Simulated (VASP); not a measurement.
## C: single point with PBE

C:

```xyz
4
Lattice="1.2333 -2.1361 0.0000 1.2333 2.1361 0.0000 0.0000 0.0000 8.7391" Properties=species:S:1:pos:R:3 pbc="T T T"
C     1.2333    1.7801    6.5543
C     1.2333   -0.3560    2.1848
C     1.2333   -1.7801    2.1848
C     1.2333    0.3560    6.5543
```

| Property | Result |
| --- | --- |
| Program | VASP 6.6.1 |
| Task | single point |
| Functional | PBE |
| Potentials or basis | VASP PAW PBE potentials, release 64 (C) |
| Cutoff | 520 eV |
| k mesh | 18 × 18 × 6 |
| Occupations | fermi-dirac, width 0.15 eV |
| Spin | no spin polarisation |

| Property | Result |
| --- | --- |
| Pressure | 0.3 GPa |
| Band gap on the k mesh | zero (filled and empty bands touch) |

Stress tensor (GPa, compression positive):
```
 0.54  0.00  0.00
 0.00  0.54  0.00
 0.00  0.00 -0.05
```

Levels at points of the mesh, in eV from the Fermi level:
```
           k point  band 5  band 6  band 7  band 8  band 9  band 10  band 11  band 12
(0.00, 0.00, 0.00)   -3.04   -3.04   -3.04   -3.04    3.02     6.11     8.30     8.30
(0.50, 0.00, 0.00)   -6.42   -6.42   -2.36   -2.36    1.69     1.69     7.36     7.36
(0.50, 0.50, 0.00)   -6.42   -6.42   -2.48   -2.24    1.50     1.87     7.34     7.38
(0.00, 0.00, 0.50)   -3.04   -3.04   -3.04   -3.04    4.19     4.19     8.30     8.30
(0.50, 0.00, 0.50)   -6.42   -6.42   -2.36   -2.36    1.67     1.67     7.36     7.36
(0.50, 0.50, 0.50)   -6.42   -6.42   -2.36   -2.36    1.68     1.68     7.36     7.36
```

Wall time 3.1 min on 1 thread of Intel Xeon 8259CL (shared host), peak memory 0.3 GiB.

Caveat: this functional lacks dispersion, which binds layers or chains, so the pressure and a relaxed spacing across them are unreliable.
